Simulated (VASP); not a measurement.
Ag, 1 atom in the cell. It takes space group Im-3m (No. 229, cubic). The conventional cell has a = 3.091 Å, b = 3.091 Å, c = 3.091 Å, α = 90.00°, β = 90.00°, γ = 90.00°. Within 3.5 Å of Ag (site symmetry m-3m) lie 14 Ag at 2.68 to 3.09 Å. This isn't the form of Ag at room conditions, which is fcc.

- Program: VASP 6.6.1
- Task: single point
- Functional: PBEsol
- Potentials or basis: VASP PAW PBE potentials, release 64 (Ag)
- Cutoff: 520 eV
- k mesh: 18 × 18 × 18
- Occupations: fermi-dirac, width 0.08 eV
- Spin: no spin polarisation
- Dipole correction: no
- Further INCAR settings: ALGO = Normal; EDIFF = 1e-07; NBANDS = 12

Potentials or basis: VASP PAW PBE potentials, release 64 (Ag).

The run is started by

```bash
$ cat potpaw_PBE.64/Ag/POTCAR > POTCAR
$ mpirun -np 1 vasp_std > vasp.out
```

Hardware: 1 thread of Intel(R) Xeon(R) Platinum 8488C (Sapphire Rapids) (shared host).

Task: How long does it take, and how much memory?

Result: It took 16 s on 1 thread of Intel(R) Xeon(R) Platinum 8488C (Sapphire Rapids), on a shared host, peak memory 0.15 GiB. Counts: scf iterations 12, k points 195.
